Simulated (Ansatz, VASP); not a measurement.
**One calculation of MgO, two programs**

INCAR

```
PREC = Accurate
ENCUT = 520
EDIFF = 1E-6
ISMEAR = 0
SIGMA = 0.05
LREAL = False
LASPH = True
NELM = 60
ALGO = Normal
ISIF = 2
LWAVE = False
LCHARG = True
GGA = PE
LELF = True
LVHAR = True
NBANDS = 26
```

KPOINTS

```
Automatic mesh
0
Gamma
  9 9 4
```

Contents of POSCAR:

```
MgO
1.0
    3.5474450064      0.0000000000      0.0000000000
   -1.7737225032      3.0721774941      0.0000000000
    0.0000000000      0.0000000000     10.0704868842
Mg O
4 4
Direct
    0.3333333333      0.6666666667      0.9694906392
    0.0000000000      0.0000000000      0.2208211786
    0.0000000000      0.0000000000      0.7208211786
    0.6666666667      0.3333333333      0.4694906392
    0.3333333333      0.6666666667      0.7800420079
    0.0000000000      0.0000000000      0.5296443544
    0.0000000000      0.0000000000      0.0296443544
    0.6666666667      0.3333333333      0.2800420079
```

Input for Ansatz:

```yaml
crystal:
  lattice:
    - [3.5474450064, 0.0, 0.0]
    - [-1.7737225032, 3.0721774941, 0.0]
    - [0.0, 0.0, 10.0704868842]
  atoms:
    - { symbol: Mg, position: [0.3333333333, 0.6666666667, 0.9694906392] }
    - { symbol: Mg, position: [0.0, 0.0, 0.2208211786] }
    - { symbol: Mg, position: [0.0, 0.0, 0.7208211786] }
    - { symbol: Mg, position: [0.6666666667, 0.3333333333, 0.4694906392] }
    - { symbol: O, position: [0.3333333333, 0.6666666667, 0.7800420079] }
    - { symbol: O, position: [0.0, 0.0, 0.5296443544] }
    - { symbol: O, position: [0.0, 0.0, 0.0296443544] }
    - { symbol: O, position: [0.6666666667, 0.3333333333, 0.2800420079] }
basis:
  ecutwfc: 520.0
kpoints:
  mp_grid: { grid: [9, 9, 4] }
hamiltonian:
  xc: pbe
  pseudopotentials: { kind: paw, azcp: { folder: soft_1 } }
scf:
  occupations: { method: gaussian, width: 0.05 }
output:
  forces: true
  stress: true
  eigenvalues: true
```

Alike in both runs: task single point; functional PBE; k mesh 9 × 9 × 4; occupations gaussian, width 0.05 eV; no spin polarisation.

```csv
,VASP,Ansatz
version,VASP 6.6.1,Ansatz 0.2.0
potentials or method,"VASP PAW PBE potentials, release 64 (Mg, O), cutoff 520 eV","scalar-relativistic, plane waves, PAW"
valence electrons in the cell,32,64
```

```csv
,VASP,Ansatz,Ansatz less VASP
gap on the k mesh at the Fermi level (eV),2.64,2.66,+0.022
least direct gap on the mesh (eV),2.64,2.66,+0.022
pressure (GPa),-9.1,-8.7,+0.42
"traceless stress, the component that is largest in VASP (GPa)",13.76,13.59,-0.176
rms of the force components (eV/Å),0.519,0.515,-0.0048
```

Atom by atom the forces differ by 0.005 eV/Å (rms over components). With one functional, cell and mesh, what is left measures potentials, basis and numerics. VASP's potentials hold 32 valence electrons a cell and Ansatz's 64, so a difference there can come from the potentials and not from the codes.
